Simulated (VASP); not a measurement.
Here is a VASP 6.6.1 calculation.

Contents of INCAR:

```
SYSTEM = SiC
ALGO = Normal
EDIFF = 1E-6
ENCUT = 520
GGA = PE
ISIF = 2
ISMEAR = 0
LASPH = .True.
LCHARG = .True.
LELF = .True.
LREAL = .False.
LVHAR = .True.
LWAVE = .False.
NBANDS = 16
NELM = 60
PREC = Accurate
SIGMA = 0.01
```

KPOINTS

```
k-points
0
Gamma
  9 9 4
  0 0 0
```

Contents of POSCAR:

```
SiC
1.0
    3.0753562516      0.0000000000      0.0000000000
   -1.5376781258      2.6633366395      0.0000000000
    0.0000000000      0.0000000000      5.0481081077
Si C
2 2
Direct
    0.3333333333      0.6666666667     -0.0004084095
    0.6666666667      0.3333333333      0.4995915905
    0.3333333333      0.6666666667      0.3754084095
    0.6666666667      0.3333333333      0.8754084095
```

Potentials or basis: VASP PAW PBE potentials, release 64 (Si, C).

The run is started by

```sh
$ cat potpaw_PBE.64/Si/POTCAR potpaw_PBE.64/C/POTCAR > POTCAR
$ mpirun -np 1 vasp_std > vasp.out
```

(1) Estimate the pressure.

(2) Estimate the band gap on the k mesh.

Results:

(1) 3.5 GPa.

(2) 2.27 eV, indirect (least direct gap 4.01 eV).
